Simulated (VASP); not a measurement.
# TaN (Fm-3m) in VASP: a series of runs

The runs below take TaN through single point, relaxation of cell and atoms, with PBE.

Everything below comes from runs of VASP 6.6.1. Logs are shortened: lines on timing, memory, paths and dates and some standing lists are left out, and cuts for length are marked.

## Step 1: The cell of the first run

Symmetry: Fm-3m, No. 225, cubic system. The conventional cell has a = 4.417 Å, b = 4.417 Å, c = 4.417 Å, α = 90.00°, β = 90.00°, γ = 90.00°. Within 2.9 Å of Ta (site symmetry m-3m) lie 6 N at 2.21 Å. Within 2.9 Å of N (site symmetry m-3m) lie 6 Ta at 2.21 Å.

## Step 2: Single point, PBE

Contents of INCAR:

```
SYSTEM = TaN
PREC = Accurate
ENCUT = 520
EDIFF = 1E-7
ISMEAR = 0
SIGMA = 0.15
LREAL = .FALSE.
LASPH = .TRUE.
NELM = 100
ALGO = Normal
ISIF = 2
LWAVE = .FALSE.
LCHARG = .TRUE.
GGA = PE
LELF = .TRUE.
LVHAR = .TRUE.
NBANDS = 15
```

Contents of KPOINTS:

```
regular mesh
0
G
  26 26 26
  0 0 0
```

Contents of POSCAR:

```
TaN
1.0
    0.0000000000      2.2086347786      2.2086347786
    2.2086347786      0.0000000000      2.2086347786
    2.2086347786      2.2086347786      0.0000000000
Ta N
1 1
Direct
    0.5000000000      0.5000000000      0.5000000000
    0.0000000000      0.0000000000      0.0000000000
```

Potentials or basis: VASP PAW PBE potentials, release 64 (Ta_pv, N).

The run is started by

```bash
> cat potpaw_PBE.64/Ta_pv/POTCAR potpaw_PBE.64/N/POTCAR > POTCAR
> mpirun -np 1 vasp_std > vasp.out
```

OUTCAR:

```text
SYSTEM = TaN
   PREC = Accurate
   ENCUT = 520
   EDIFF = 1E-7
   ISMEAR = 0
   LREAL = .FALSE.
   LASPH = .TRUE.
   NELM = 100
   ISIF = 2
   GGA = PE

 ion  position               nearest neighbor table
   1  0.500  0.500  0.500-   2 2.21   2 2.21   2 2.21   2 2.21   2 2.21   2 2.21
   2  0.000  0.000  0.000-   1 2.21   1 2.21   1 2.21   1 2.21   1 2.21   1 2.21

  LATTYP: Found a face centered cubic cell.
 ALAT       =     4.4172695572

  Lattice vectors:

 A1 = (   0.0000000000,   2.2086347786,   2.2086347786)
 A2 = (   2.2086347786,   0.0000000000,   2.2086347786)
 A3 = (   2.2086347786,   2.2086347786,   0.0000000000)

Analysis of symmetry for initial positions (statically):
=====================================================================
 Subroutine PRICEL returns:
 Original cell was already a primitive cell.

 Routine SETGRP: Setting up the symmetry group for a
 face centered cubic supercell.

 Subroutine GETGRP returns: Found 48 space group operations
 (whereof 48 operations were pure point group operations)
 out of a pool of 48 trial point group operations.

The static configuration has the point symmetry O_h .

Analysis of symmetry for dynamics (positions and initial velocities):
=====================================================================
 Subroutine PRICEL returns:
 Original cell was already a primitive cell.

 Routine SETGRP: Setting up the symmetry group for a
 face centered cubic supercell.

 Subroutine GETGRP returns: Found 48 space group operations
 (whereof 48 operations were pure point group operations)
 out of a pool of 48 trial point group operations.

The dynamic configuration has the point symmetry O_h .

 Subroutine INISYM returns: Found 48 space group operations
 (whereof 48 operations are pure point group operations),
 and found     1 'primitive' translations

----------------------------------------------------------------------------------------

                                     Primitive cell

  volume of cell :      21.5477

  direct lattice vectors                    reciprocal lattice vectors
     0.000000000  2.208634779  2.208634779    -0.226384192  0.226384192  0.226384192
     2.208634779  0.000000000  2.208634779     0.226384192 -0.226384192  0.226384192
     2.208634779  2.208634779  0.000000000     0.226384192  0.226384192 -0.226384192

  length of vectors
     3.123481258  3.123481258  3.123481258     0.392108923  0.392108923  0.392108923

  position of ions in fractional coordinates (direct lattice)
     0.500000000  0.500000000  0.500000000
     0.000000000  0.000000000  0.000000000

  ion indices of the primitive-cell ions
   primitive index   ion index
                 1           1
                 2           2

----------------------------------------------------------------------------------------
[... 87 lines left out ...]
   IALGO  =     38    algorithm
   IMIX   =      4    mixing-type and parameters
     AMIX     =   0.40;   BMIX     =  1.00
     AMIX_MAG =   1.60;   BMIX_MAG =  1.00
  volume/ion in A,a.u.               =      10.77        72.71
  Fermi-wavevector in a.u.,A,eV,Ry     =   1.482453  2.801430 29.901072  2.197667
  Thomas-Fermi vector in A             =   2.596237
   LORBIT       =      0    0 simple, 1 ext, 2 COOP (PROOUT), +10 PAW based schemes
   GGA     = PE    functional components
   LHFCALC =     F    Hartree Fock is set to
   AEXX    =    0.0000 exact exchange contribution
   IVDW    =     0    specifies the selected vdW correction
   LEPSILON=     F    determine dielectric tensor
   LRPA    =     F    only Hartree local field effects (RPA)
 non-spin polarized calculation
 Gauss-broadening in eV      SIGMA  =   0.15
  energy-cutoff  :      520.00
  volume of cell :       21.55
 maximum number of plane-waves:       594
   NGX = 11   NGY = 11   NGZ = 11

 number of electron      16.0000003 magnetization

 Free energy of the ion-electron system (eV)
  ---------------------------------------------------
  ext. energy  EPLUGINS =         0.00000000
  ---------------------------------------------------
  free energy    TOTEN  =       -21.83277368 eV

  energy without entropy =      -21.82420110  energy(sigma->0) =      -21.82848739

 E-fermi :   9.3990     XC(G=0): -13.3643

 val. band max:        9.3986683188   @ k =   0.5000   0.1538   0.0769
 cond. band min:       9.4053855589   @ k =  -0.2692   0.3462   0.1154
 fundamental gap:      0.0067172401
 Fermi energy:         9.3990227385

 k-point     1 :       0.0000    0.0000    0.0000
  band No.  band energies     occupation
      1     -26.4081      2.00000
      2     -26.4081      2.00000
      3     -26.4081      2.00000
      4      -9.3572      2.00000
      5       5.6082      2.00000
      6       5.6082      2.00000
      7       5.6082      2.00000
      8       7.3264      2.00000
      9       7.3264      2.00000
     10       7.3264      2.00000
     11       9.4568      0.58592
     12       9.4568      0.58592
     13      10.8017      0.00000
     14      18.7963      0.00000
[... 401 lines left out ...]
      2     -26.4846      2.00000
      3     -26.4759      2.00000
      4      -7.0058      2.00000
      5      -0.0152      2.00000
      6       2.2045      2.00000
      7       2.3474      2.00000
      8       9.6325      0.02773
      9      10.5285      0.00000
     10      10.6730      0.00000
     11      14.2058      0.00000
     12      15.1979      0.00000
     13      15.9160      0.00000
     14      20.9231      0.00000
     15      21.7510      0.00000

 [... further k-points ...]

------------------------ aborting loop because EDIFF is reached ----------------------------------------

  FORCE on cell =-STRESS in cart. coord.  units (eV):
  Direction    XX          YY          ZZ          XY          YZ          ZX
  --------------------------------------------------------------------------------------
  -------------------------------------------------------------------------------------
  Total        0.0977861      0.0977861      0.0977861     -0.0000000      0.0000000      0.0000000
  in kB        7.2708600      7.2708600      7.2708600     -0.0000000      0.0000000      0.0000000
  external PRESSURE =       7.2708600 kB  Pullay stress =       0.0000000 kB

 VOLUME and BASIS-vectors are now :
 -----------------------------------------------------------------------------
  energy-cutoff  :      520.00
  volume of cell :       21.55
      direct lattice vectors                 reciprocal lattice vectors
     0.000000000  2.208634779  2.208634779    -0.226384192  0.226384192  0.226384192
     2.208634779  0.000000000  2.208634779     0.226384192 -0.226384192  0.226384192
     2.208634779  2.208634779  0.000000000     0.226384192  0.226384192 -0.226384192

 POSITION                                       TOTAL-FORCE (eV/Angst)
 -----------------------------------------------------------------------------------
      2.20863      2.20863      2.20863         0.000000      0.000000      0.000000
      0.00000      0.00000      0.00000        -0.000000      0.000000     -0.000000
 -----------------------------------------------------------------------------------
    total drift:                                0.000000     -0.000000     -0.000000

  FREE ENERGIE OF THE ION-ELECTRON SYSTEM (eV)
  ---------------------------------------------------
  free  energy   TOTEN  =       -21.8327736758 eV

  energy  without entropy=      -21.8242011010  energy(sigma->0) =      -21.82848739
```

Wall time 85 s (1 thread of Intel Xeon Platinum 8488C (Sapphire Rapids), shared host); peak memory 0.28 GiB.

What came out:

* Free energy: -21.8328 eV
* Pressure: 0.7 GPa
* Band gap on the k mesh: zero (bands 8 and 9 overlap by 3.93 eV)

Levels at points of the mesh, in eV from the Fermi level:
```csv
k point,band 5,band 6,band 7,band 8,band 9,band 10,band 11,band 12
"(0.00, 0.00, 0.00)",-3.79,-3.79,-3.79,-2.07,-2.07,-2.07,0.06,0.06
"(0.50, 0.00, 0.00)",-10.27,-7.48,-7.48,1.86,1.86,1.95,3.78,7.39
"(0.50, 0.50, 0.00)",-6.62,-5.38,-4.61,-4.61,2.07,3.47,3.47,4.39
```

Caveat: spin-orbit coupling is left out, which moves the levels of the heavy elements.

## Step 3: Single point, PBE

Contents of INCAR:

```
SYSTEM = TaN
PREC = Accurate
ENCUT = 520
EDIFF = 1E-7
ISMEAR = 0
SIGMA = 0.15
LREAL = .FALSE.
LASPH = .TRUE.
NELM = 60
ALGO = Normal
ISIF = 2
LWAVE = .FALSE.
LCHARG = .FALSE.
GGA = PE
NBANDS = 15
```

Contents of KPOINTS:

```
Automatic mesh
0
G
  24 24 24
  0 0 0
```

POSCAR is that of step 2.

Potentials or basis: VASP PAW PBE potentials, release 64 (Ta_pv, N).

The run is started by

```bash
> cat potpaw_PBE.64/Ta_pv/POTCAR potpaw_PBE.64/N/POTCAR > POTCAR
> mpirun -np 1 vasp_std > vasp.out
```

Run time: 59 s. Hardware: 1 thread of Intel Xeon Platinum 8488C (Sapphire Rapids), shared host; peak memory 0.25 GiB.

It converged, with:

- Free energy: -21.8315 eV
- Pressure: 0.8 GPa
- Band gap on the k mesh: zero (bands 8 and 9 overlap by 3.93 eV)

Levels at points of the mesh, in eV from the Fermi level:
| k point | band 4 | band 5 | band 6 | band 7 | band 8 | band 9 | band 10 | band 11 | band 12 | band 13 |
| --- | --- | --- | --- | --- | --- | --- | --- | --- | --- | --- |
| (0.00, 0.00, 0.00) | -18.75 | -3.79 | -3.79 | -3.79 | -2.07 | -2.07 | -2.07 | 0.06 | 0.06 | 1.41 |
| (0.50, 0.00, 0.00) | -15.81 | -10.27 | -7.48 | -7.48 | 1.86 | 1.86 | 1.95 | 3.78 | 7.39 | 7.39 |
| (0.50, 0.50, 0.00) | -17.50 | -6.62 | -5.38 | -4.61 | -4.61 | 2.07 | 3.47 | 3.47 | 4.39 | 6.66 |

Caveat: spin-orbit coupling is left out, which moves the levels of the heavy elements.

## Step 4: Single point, PBE

This run uses another cell than the first one: it holds 8 atoms, not 2.

Contents of INCAR:

```
SYSTEM = TaN
  PREC = Accurate
  ENCUT = 520
  EDIFF = 1E-6
  ISMEAR = 0
  SIGMA = 0.15
  LREAL = .FALSE.
  LASPH = .TRUE.
  NELM = 100
  ALGO = Normal
  ISIF = 2
  LWAVE = .FALSE.
  LCHARG = .FALSE.
  GGA = PE
  NBANDS = 42
```

Contents of KPOINTS:

```
regular mesh
0
G
  14 14 14
  0 0 0
```

Contents of POSCAR:

```
TaN
1.0
    4.4172695572      0.0000000000      0.0000000000
    0.0000000000     -4.4172695572      0.0000000000
    0.0000000000      0.0000000000     -4.4172695572
Ta N
4 4
Direct
    0.5000000000      0.0000000000      0.0000000000
    0.0000000000      0.5000000000      0.0000000000
    0.0000000000      0.0000000000      0.5000000000
    0.5000000000      0.5000000000      0.5000000000
    0.0000000000      0.0000000000      0.0000000000
    0.5000000000      0.5000000000      0.0000000000
    0.5000000000      0.0000000000      0.5000000000
    0.0000000000      0.5000000000      0.5000000000
```

The run is started by

```bash
> cat potpaw_PBE.64/Ta_pv/POTCAR potpaw_PBE.64/N/POTCAR > POTCAR
> mpirun -np 1 vasp_std > vasp.out
```

It took 5.6 min on 1 thread of Intel Xeon Platinum 8488C (Sapphire Rapids), shared host; peak memory 0.43 GiB.

The run converged. Its results:

```
Free energy            : -87.3266 eV
Pressure               : 0.7 GPa
Band gap on the k mesh : zero (bands 32 and 33 overlap by 3.93 eV)
```

Levels at points of the mesh, in eV from the Fermi level:
| k point | band 30 | band 31 | band 32 | band 33 | band 34 | band 35 |
| --- | --- | --- | --- | --- | --- | --- |
| (0.00, 0.00, 0.00) | -3.78 | -3.78 | -2.07 | -2.07 | -2.07 | 0.06 |
| (0.50, 0.00, 0.00) | -4.03 | -0.18 | -0.18 | -0.18 | -0.18 | 0.97 |
| (0.50, 0.50, 0.00) | 0.41 | 0.41 | 0.41 | 0.63 | 0.63 | 0.63 |
| (0.50, 0.50, 0.50) | 1.86 | 1.86 | 1.86 | 1.86 | 1.86 | 1.86 |

Caveat: spin-orbit coupling is left out, which moves the levels of the heavy elements.

## Step 5: Single point, PBE

Contents of INCAR:

```
PREC = Accurate
ENCUT = 520
EDIFF = 1E-6
ISMEAR = -1
SIGMA = 0.15
LREAL = F
LASPH = T
NELM = 60
ALGO = Normal
ISIF = 2
LWAVE = F
LCHARG = F
GGA = PE
NBANDS = 15
```

Contents of KPOINTS:

```
regular mesh
0
Gamma
  16 16 16
```

Contents of POSCAR:

```
TaN
1.0
    0.0000000000      2.2092034497      2.2092034497
    2.2092034497      0.0000000000      2.2092034497
    2.2092034497      2.2092034497      0.0000000000
Ta N
1 1
Direct
    0.5000000000      0.5000000000      0.5000000000
    0.0000000000      0.0000000000      0.0000000000
```

The run is started by

```bash
> cat potpaw_PBE.64/Ta_pv/POTCAR potpaw_PBE.64/N/POTCAR > POTCAR
> mpirun -np 1 vasp_std > vasp.out
```

Wall time 17 s (1 thread of Intel Xeon Platinum 8488C (Sapphire Rapids), shared host); peak memory 0.17 GiB.

The run converged. Its results:

```yaml
Free_energy: -21.8576 eV
Pressure: 0.8 GPa
Band_gap_on_the_k_mesh: zero (bands 8 and 9 overlap by 3.93 eV)
```

Levels at points of the mesh, in eV from the Fermi level:
```
           k point  band 6  band 7  band 8  band 9  band 10  band 11
(0.00, 0.00, 0.00)   -3.78   -3.78   -2.06   -2.06    -2.06     0.07
(0.50, 0.00, 0.00)   -7.47   -7.47    1.87    1.87     1.96     3.79
(0.50, 0.50, 0.00)   -5.36   -4.60   -4.60    2.08     3.47     3.47
```

Caveat: spin-orbit coupling is left out, which moves the levels of the heavy elements.

(Part 1 of 2 ends here.)
